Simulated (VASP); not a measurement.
Here is a VASP 6.6.1 calculation.

Contents of INCAR:

```
PREC = Accurate ; ENCUT = 500
EDIFF = 1E-6 ; ISMEAR = -1
SIGMA = 0.02 ; LREAL = F
LASPH = T ; NELM = 120
ALGO = Normal ; ISIF = 2
LWAVE = F ; LCHARG = F
GGA = PE ; NBANDS = 11
GGA_COMPAT = F
```

Contents of KPOINTS:

```
regular mesh
0
Gamma
  8 8 8
```

File POSCAR:

```
AlP
1.0
    0.0000000000      2.7392572093      2.7392572093
    2.7726761473      0.0000000000      2.7392572093
    2.7726761473      2.7392572093      0.0000000000
Al P
1 1
Direct
    0.0000000000      0.0000000000      0.0000000000
    0.2500000000      0.2500000000      0.2500000000
```

Potentials or basis: VASP PAW PBE potentials, release 64 (Al, P).

Launch:

```sh
$ cat potpaw_PBE.64/Al/POTCAR potpaw_PBE.64/P/POTCAR > POTCAR
$ mpirun -np 1 vasp_std > vasp.out
```

(1) Estimate the pressure.

(2) Predict the band gap on the k mesh.

## Answers

(1) 0.2 GPa.

(2) 1.58 eV (least direct gap 3.10 eV).

Caveat: the cell differs from its parent crystal (uniaxial x strain +1.2%).
